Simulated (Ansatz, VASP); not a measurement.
Two plane-wave programs on H2C18O

```
C O H
1.0
     7.39800    0.00000    0.00000
    -3.69900    6.40686    0.00000
     0.00000    0.00000   11.00000
C O H
18 1 2
Direct
  0.99440 0.99212 0.06887
  0.21767 0.10372 0.06893
  0.99471 0.32668 0.06864
  0.21751 0.43810 0.06882
  0.99568 0.65992 0.06867
  0.21643 0.77017 0.06879
  0.32800 0.99342 0.06891
  0.55065 0.10467 0.06880
  0.32900 0.32640 0.06893
  0.54976 0.43683 0.06888
  0.32778 0.65887 0.06886
  0.55104 0.77041 0.06892
  0.66226 0.99306 0.06880
  0.88300 0.10328 0.06874
  0.66090 0.32543 0.06870
  0.88427 0.43715 0.06856
  0.66135 0.66009 0.06890
  0.88398 0.77136 0.06883
  0.92513 0.39269 0.37429
  0.03359 0.36644 0.40352
  0.93688 0.39100 0.28635
```

Alike in both runs: functional PBE; dispersion D3(BJ); k mesh 2 × 2 × 1; occupations fermi-dirac, width 0.05 eV; no spin polarisation.

Ansatz relaxed the structure, and its values are those at the end. VASP's run is a single point on that final structure, the one shown.

|  | VASP | Ansatz |
| --- | --- | --- |
| version | VASP 6.6.1 | Ansatz 0.2.0 |
| potentials or method | VASP PAW PBE potentials, release 64 (C, O, H), cutoff 520 eV | scalar-relativistic, plane waves, PAW |
| valence electrons in the cell | 80 | 80 |

|  | VASP | Ansatz | Ansatz less VASP |
| --- | --- | --- | --- |
| rms of the force components (eV/Å) | 0.023 | 0.004 | -0.0185 |

The k mesh is coarse, so the values compare programs but aren't converged.
